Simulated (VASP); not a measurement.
# NaCl (Fm-3m) in VASP: notebook

Runs on NaCl. Level: PBEsol. Tasks: relaxation of cell and atoms.

Program: VASP 6.6.1. These are calculated values, not measurements. Logs are shortened: lines on timing, memory, paths and dates and some standing lists are left out, and cuts for length are marked.

**1. The cell of the first run**

It takes space group Fm-3m (No. 225, cubic). Conventional cell: a = 5.588 Å, b = 5.588 Å, c = 5.588 Å, α = 90.00°, β = 90.00°, γ = 90.00°. Within 3.7 Å of Cl (site symmetry m-3m) lie 6 Na at 2.79 Å. Na (site symmetry m-3m) has 6 Cl at 2.79 Å within 3.7 Å.

**2. Relaxation of cell and atoms, PBEsol, target pressure 10 GPa, at which the enthalpy is minimised**

Contents of INCAR:

```
  ALGO = Normal
  EDIFF = 1E-6
  EDIFFG = -0.02
  ENCUT = 600
  GGA = PS
  IBRION = 2
  ISIF = 3
  ISMEAR = -1
  LASPH = True
  LCHARG = False
  LREAL = False
  LWAVE = False
  NELM = 60
  NSW = 80
  PREC = Accurate
  PSTRESS = 100.0
  SIGMA = 0.05
```

Contents of KPOINTS:

```
k-points
0
Gamma
  8 8 8
```

Contents of POSCAR:

```
NaCl
1.0
    0.0000000000      2.7940632177      2.7940632177
    2.7940632177      0.0000000000      2.7940632177
    2.7940632177      2.7940632177      0.0000000000
Cl Na
1 1
Direct
    0.5000000000      0.5000000000      0.5000000000
    0.0000000000      0.0000000000      0.0000000000
```

Potentials or basis: VASP PAW PBE potentials, release 64 (Cl, Na_pv).

On the command line:

```
cat potpaw_PBE.64/Cl/POTCAR potpaw_PBE.64/Na_pv/POTCAR > POTCAR
mpirun -np 1 vasp_std > vasp.out
```

OUTCAR:

```text
EDIFF = 1E-6
   EDIFFG = -0.02
   ENCUT = 600
   GGA = PS
   IBRION = 2
   ISIF = 3
   ISMEAR = -1
   LASPH = True
   LREAL = False
   NELM = 60
   NSW = 80
   PREC = Accurate
   PSTRESS = 100.0

 ion  position               nearest neighbor table
   1  0.500  0.500  0.500-
   2  0.000  0.000  0.000-

  LATTYP: Found a face centered cubic cell.
 ALAT       =     5.5881264354

  Lattice vectors:

 A1 = (   0.0000000000,   2.7940632177,   2.7940632177)
 A2 = (   2.7940632177,   0.0000000000,   2.7940632177)
 A3 = (   2.7940632177,   2.7940632177,   0.0000000000)

Analysis of symmetry for initial positions (statically):
=====================================================================
 Subroutine PRICEL returns:
 Original cell was already a primitive cell.

 Routine SETGRP: Setting up the symmetry group for a
 face centered cubic supercell.

 Subroutine GETGRP returns: Found 48 space group operations
 (whereof 48 operations were pure point group operations)
 out of a pool of 48 trial point group operations.

The static configuration has the point symmetry O_h .

Analysis of symmetry for dynamics (positions and initial velocities):
=====================================================================
 Subroutine PRICEL returns:
 Original cell was already a primitive cell.

 Routine SETGRP: Setting up the symmetry group for a
 face centered cubic supercell.

 Subroutine GETGRP returns: Found 48 space group operations
 (whereof 48 operations were pure point group operations)
 out of a pool of 48 trial point group operations.

The dynamic configuration has the point symmetry O_h .

 Subroutine INISYM returns: Found 48 space group operations
 (whereof 48 operations are pure point group operations),
 and found     1 'primitive' translations

----------------------------------------------------------------------------------------

                                     Primitive cell

  volume of cell :      43.6253

  direct lattice vectors                    reciprocal lattice vectors
     0.000000000  2.794063218  2.794063218    -0.178950854  0.178950854  0.178950854
     2.794063218  0.000000000  2.794063218     0.178950854 -0.178950854  0.178950854
     2.794063218  2.794063218  0.000000000     0.178950854  0.178950854 -0.178950854

  length of vectors
     3.951402097  3.951402097  3.951402097     0.309951972  0.309951972  0.309951972

  position of ions in fractional coordinates (direct lattice)
     0.500000000  0.500000000  0.500000000
     0.000000000  0.000000000  0.000000000

  ion indices of the primitive-cell ions
   primitive index   ion index
                 1           1
                 2           2

----------------------------------------------------------------------------------------

 KPOINTS: k-points

Automatic generation of k-mesh.
 Grid dimensions read from file:
 generate k-points for:    8    8    8

 Generating k-lattice:

  Cartesian coordinates                     Fractional coordinates (reciprocal lattice)
    -0.022368857  0.022368857  0.022368857     0.125000000  0.000000000  0.000000000
     0.022368857 -0.022368857  0.022368857     0.000000000  0.125000000  0.000000000
     0.022368857  0.022368857 -0.022368857     0.000000000  0.000000000  0.125000000

  Length of vectors
     0.038743996  0.038743996  0.038743996

  Shift w.r.t. Gamma in fractional coordinates (k-lattice)
     0.000000000  0.000000000  0.000000000

 Subroutine IBZKPT returns following result:
 ===========================================

 Found     29 irreducible k-points:

 Following reciprocal coordinates:
            Coordinates               Weight
  0.000000  0.000000  0.000000      1.000000
  0.125000  0.000000  0.000000      8.000000
  0.250000  0.000000  0.000000      8.000000
  0.375000  0.000000  0.000000      8.000000
  0.500000  0.000000  0.000000      4.000000
  0.125000  0.125000  0.000000      6.000000
[... 16 lines left out ...]
  0.500000  0.250000  0.125000     48.000000
 -0.375000  0.250000  0.125000     24.000000
 [... further k-points ...]
   k-points           NKPTS =     29   k-points in BZ     NKDIM =     29   number of bands    NBANDS=     11
   number of dos      NEDOS =    301   number of ions     NIONS =      2
   total plane-waves  NPLWV =  32768
   dimension x,y,z NGX =    32 NGY =   32 NGZ =   32
   dimension x,y,z NGXF=    64 NGYF=   64 NGZF=   64
   ions per type =               1   1
   NGX,Y,Z   is equivalent  to a cutoff of  13.46, 13.46, 13.46 a.u.
   NGXF,Y,Z  is equivalent  to a cutoff of  26.93, 26.93, 26.93 a.u.
 SYSTEM =  unknown system
   PREC   = accura    normal or accurate (medium, high low for compatibility)
   ISTART =      0    job   : 0-new  1-cont  2-samecut
   ICHARG =      2    charge: 1-file 2-atom 10-const
   ISPIN  =      1    spin polarized calculation?
   LNONCOLLINEAR =      F non collinear calculations
   LSORBIT =      F    spin-orbit coupling
   LASPH  =      T    aspherical Exc in radial PAW
   ENCUT  =  600.0 eV  44.10 Ry    6.64 a.u.   7.89  7.89  7.89*2*pi/ulx,y,z
   NELM   =     60;   NELMIN=  2; NELMDL= -5     # of ELM steps
   EDIFF  = 0.1E-05   stopping-criterion for ELM
   LREAL  =      F    real-space projection
   EDIFFG = -.2E-01   stopping-criterion for IOM
   NSW    =     80    number of steps for IOM
   IBRION =      2    ionic relax: 0-MD 1-quasi-New 2-CG
   NFREE  =      1    steps in history (QN), initial steepest desc. (CG)
   ISIF   =      3    stress and relaxation
   ISYM   =      2    0-nonsym 1-usesym 2-fastsym
   POTIM  = 0.5000    time-step for ionic-motion
   TEBEG  =    0.0;   TEEND  =   0.0 temperature during run
   PSTRESS=  100.0 pullay stress
   NELECT =      14.0000    total number of electrons
   NUPDOWN=      -1.0000    fix difference up-down
   EMIN   =  10.00;   EMAX   =-10.00  energy-range for DOS
   EFERMI =   0.00;   METHOD = LEGACY
   ISMEAR =    -1;   SIGMA  =   0.05  broadening in eV -4-tet -1-fermi 0-gaus
   EFERMI_NEDOS =   21; number of points for ismear=-14 and -15
   IALGO  =     38    algorithm
   IMIX   =      4    mixing-type and parameters
     AMIX     =   0.40;   BMIX     =  1.00
     AMIX_MAG =   1.60;   BMIX_MAG =  1.00
  volume/ion in A,a.u.               =      21.81       147.20
  Fermi-wavevector in a.u.,A,eV,Ry     =   1.120825  2.118053 17.092312  1.256249
  Thomas-Fermi vector in A             =   2.257475
   LORBIT       =      0    0 simple, 1 ext, 2 COOP (PROOUT), +10 PAW based schemes
   GGA     = PS    functional components
   LHFCALC =     F    Hartree Fock is set to
   AEXX    =    0.0000 exact exchange contribution
   IVDW    =     0    specifies the selected vdW correction
   LEPSILON=     F    determine dielectric tensor
   LRPA    =     F    only Hartree local field effects (RPA)
 conjugate gradient relaxation of ions
 non-spin polarized calculation
  energy-cutoff  :      600.00
  volume of cell :       43.63
 maximum number of plane-waves:      1475
   NGX = 15   NGY = 15   NGZ = 15

--------------------------------------- Ionic step        1  -------------------------------------------

 number of electron      14.0000010 magnetization

 Free energy of the ion-electron system (eV)
  ---------------------------------------------------
  ext. energy  EPLUGINS =         0.00000000
  ---------------------------------------------------
  free energy    TOTEN  =        -6.99830059 eV

  energy without entropy =       -6.99830059  energy(sigma->0) =       -6.99830059

 E-fermi :   0.3962     XC(G=0):  -8.4562

 val. band max:       -0.6227633629   @ k =   0.0000   0.0000   0.0000
 cond. band min:       4.4123068561   @ k =   0.0000   0.0000   0.0000
 fundamental gap:      5.0350702191
 Fermi energy:         0.3962214472

 k-point     1 :       0.0000    0.0000    0.0000
  band No.  band energies     occupation
      1     -21.2232      2.00000
      2     -21.2232      2.00000
      3     -21.2232      2.00000
      4     -13.3318      2.00000
      5      -0.6228      2.00000
      6      -0.6228      2.00000
      7      -0.6228      2.00000
      8       4.4123      0.00000
      9      10.4010      0.00000
     10      10.4010      0.00000
     11      10.4010      0.00000

 k-point     2 :       0.1250    0.0000    0.0000
  band No.  band energies     occupation
      1     -21.2284      2.00000
      2     -21.2235      2.00000
      3     -21.2235      2.00000
      4     -13.2796      2.00000
      5      -1.0209      2.00000
      6      -0.6669      2.00000
      7      -0.6669      2.00000
      8       4.9282      0.00000
      9       9.8363      0.00000
     10      10.6022      0.00000
     11      10.6022      0.00000

 k-point     3 :       0.2500    0.0000    0.0000
  band No.  band energies     occupation
      1     -21.2408      2.00000
      2     -21.2244      2.00000
      3     -21.2244      2.00000
      4     -13.1497      2.00000
      5      -1.7995      2.00000
      6      -0.7700      2.00000
      7      -0.7700      2.00000
      8       5.9062      0.00000
      9       9.2986      0.00000
     10      10.7170      0.00000
     11      10.7170      0.00000
[... 345 lines left out ...]
 VOLUME and BASIS-vectors are now :
 -----------------------------------------------------------------------------
  energy-cutoff  :      600.00
  volume of cell :       35.77
      direct lattice vectors                 reciprocal lattice vectors
     0.000000000  2.615122333  2.615122333    -0.191195645  0.191195645  0.191195645
     2.615122333  0.000000000  2.615122333     0.191195645 -0.191195645  0.191195645
     2.615122333  2.615122333 -0.000000000     0.191195645  0.191195645 -0.191195645

 POSITION                                       TOTAL-FORCE (eV/Angst)
 -----------------------------------------------------------------------------------
      2.61512      2.61512      2.61512         0.000000     -0.000000     -0.000000
      0.00000      2.61512      2.61512        -0.000000      0.000000      0.000000
 -----------------------------------------------------------------------------------
    total drift:                               -0.000000     -0.000000      0.000000

  FREE ENERGIE OF THE ION-ELECTRON SYSTEM (eV)
  ---------------------------------------------------
  free  energy   TOTEN  =        -6.8128780303 eV

  energy  without entropy=       -6.8128780302  energy(sigma->0) =       -6.81287803

  enthalpy is  TOTEN    =        -4.5803575996 eV   P V=        2.2325204307

--------------------------------------- Ionic step        3  -------------------------------------------

 number of electron      13.9999993 magnetization

 Free energy of the ion-electron system (eV)
  ---------------------------------------------------
  ext. energy  EPLUGINS =         0.00000000
  ---------------------------------------------------
  free energy    TOTEN  =        -6.77730624 eV

  energy without entropy =       -6.77730624  energy(sigma->0) =       -6.77730624

 E-fermi :   1.9370     XC(G=0):  -9.4534

 val. band max:        0.8858932832   @ k =   0.0000   0.0000   0.0000
 cond. band min:       6.8948708044   @ k =   0.0000   0.0000   0.0000
 fundamental gap:      6.0089775212
 Fermi energy:         1.9369618649

 k-point     1 :       0.0000    0.0000    0.0000
  band No.  band energies     occupation
      1     -19.4504      2.00000
      2     -19.4504      2.00000
      3     -19.4504      2.00000
      4     -12.4699      2.00000
      5       0.8859      2.00000
      6       0.8859      2.00000
      7       0.8859      2.00000
      8       6.8949      0.00000
      9      12.0127      0.00000
     10      12.0127      0.00000
     11      12.0127      0.00000

 k-point     2 :       0.1250    0.0000    0.0000
  band No.  band energies     occupation
      1     -19.4649      2.00000
      2     -19.4512      2.00000
      3     -19.4512      2.00000
      4     -12.3747      2.00000
      5       0.3392      2.00000
      6       0.8153      2.00000
      7       0.8153      2.00000
      8       7.4947      0.00000
      9      11.4849      0.00000
     10      12.2762      0.00000
     11      12.2762      0.00000

 k-point     3 :       0.2500    0.0000    0.0000
  band No.  band energies     occupation
      1     -19.4992      2.00000
      2     -19.4530      2.00000
      3     -19.4530      2.00000
      4     -12.1346      2.00000
      5      -0.7328      2.00000
      6       0.6526      2.00000
      7       0.6526      2.00000
      8       8.3484      0.00000
      9      11.3679      0.00000
     10      12.5594      0.00000
     11      12.5594      0.00000
[... 307 lines left out ...]
 VOLUME and BASIS-vectors are now :
 -----------------------------------------------------------------------------
  energy-cutoff  :      600.00
  volume of cell :       35.16
      direct lattice vectors                 reciprocal lattice vectors
     0.000000000  2.600172850  2.600172850    -0.192294908  0.192294908  0.192294908
     2.600172850  0.000000000  2.600172850     0.192294908 -0.192294908  0.192294908
     2.600172850  2.600172850 -0.000000000     0.192294908  0.192294908 -0.192294908

 POSITION                                       TOTAL-FORCE (eV/Angst)
 -----------------------------------------------------------------------------------
      2.60017      2.60017      2.60017         0.000000     -0.000000     -0.000000
      2.60017      0.00000      2.60017        -0.000000      0.000000      0.000000
 -----------------------------------------------------------------------------------
    total drift:                                0.000000     -0.000000      0.000000

  FREE ENERGIE OF THE ION-ELECTRON SYSTEM (eV)
  ---------------------------------------------------
  free  energy   TOTEN  =        -6.7773062392 eV

  energy  without entropy=       -6.7773062391  energy(sigma->0) =       -6.77730624

  enthalpy is  TOTEN    =        -4.5828543147 eV   P V=        2.1944519244

 reached required accuracy - stopping structural energy minimisation
```

It took 39 s on 1 thread of Intel Xeon 8259CL, shared host; peak memory 0.18 GiB.

What came out:

* Free energy: -6.7773 eV
* Relaxed volume: 17.58 Å³/atom
* Relaxed cell: a = 3.677 Å, b = 3.677 Å, c = 3.677 Å, α = 60.00°, β = 60.00°, γ = 60.00°
* Space group after relaxing (to 0.1 Å): Fm-3m (No. 225)
* Energy change on relaxing (the run minimises the enthalpy): +110.5 meV/atom
* Ionic steps: 3
* Pressure after relaxing: 10.0 GPa
* Band gap on the k mesh: 6.01 eV

Step by step:
```
step  energy change (eV)  largest force (eV/Å)  pressure (GPa)  volume (Å³)
   1              0.0000                0.0000            0.25        43.63
   2              0.1854                0.0000            8.80        35.77
   3              0.2210                0.0000            9.98        35.16
```

Final structure:
```
Cl Na
1.0
     0.00000    2.60017    2.60017
     2.60017    0.00000    2.60017
     2.60017    2.60017    0.00000
Cl Na
1 1
Direct
  0.50000 0.50000 0.50000
  0.00000 0.00000 0.00000
```

Caveat: the cell is relaxed towards a set pressure, so the run minimises the enthalpy, not the energy; the volume moved by over 15 % at a fixed basis, so the end points are rough; the PAW data sets were made with another functional, which shifts forces and pressure a little.

(Part 1 of 2 ends here.)
